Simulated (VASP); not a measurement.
Write the native input for VASP 6.6.1 that does the following.

| Quantity | Value |
| --- | --- |
| Task | electric field gradients |
| Functional | PBE |
| Potentials or basis | VASP PAW PBE potentials, release 64 (Cd, Se) |
| Cutoff | 400 eV |
| k mesh | 8 × 8 × 8 |
| Occupations | fermi-dirac, width 0.03 eV |
| Spin | no spin polarisation |
| Dipole correction | no |
| Further INCAR settings | ALGO = Normal; EDIFF = 1e-08; NBANDS = 16 |

The structure of CdSe lies in POSCAR:

```
CdSe
1.0
    0.0000000000      3.1009739106      3.0702711986
    3.1009739106      0.0000000000      3.0702711986
    3.1009739106      3.1009739106      0.0000000000
Cd Se
1 1
Direct
    0.0000000000      0.0000000000      0.0000000000
    0.2500000000      0.2500000000      0.2500000000
```

This cell differs from its parent crystal: equal xx and yy strain of +1 %.

These files were run (other wordings do the same):

INCAR

```
SYSTEM = CdSe
  ALGO = Normal
  EDIFF = 1E-8
  ENCUT = 400
  GGA = PE
  GGA_COMPAT = .FALSE.
  ISIF = 2
  ISMEAR = -1
  LASPH = .TRUE.
  LCHARG = .FALSE.
  LEFG = .TRUE.
  LREAL = .FALSE.
  LWAVE = .FALSE.
  NBANDS = 16
  NELM = 120
  PREC = Accurate
  SIGMA = 0.03
```

KPOINTS

```
k-points
0
G
  8 8 8
  0 0 0
```

Potentials or basis: VASP PAW PBE potentials, release 64 (Cd, Se).

Launch:

```bash
$ cat potpaw_PBE.64/Cd/POTCAR potpaw_PBE.64/Se/POTCAR > POTCAR
$ mpirun -np 1 vasp_std > vasp.out
```

It gave:

```yaml
Pressure: 0.2 GPa
Band_gap_on_the_k_mesh: 0.49 eV
Largest_electric_field_gradient_by_atom: Cd +2.8; Se -3.8 V/Å²
```

Caveat: the cell differs from its parent crystal (equal xx and yy strain of +1 %); without QUAD_EFG the Cq values of the log hold for a quadrupole moment of 1 mb, not for the nuclei.

It took 35 s on 1 thread of Intel(R) Xeon(R) Platinum 8488C (Sapphire Rapids), on a shared host, peak memory 0.18 GiB.
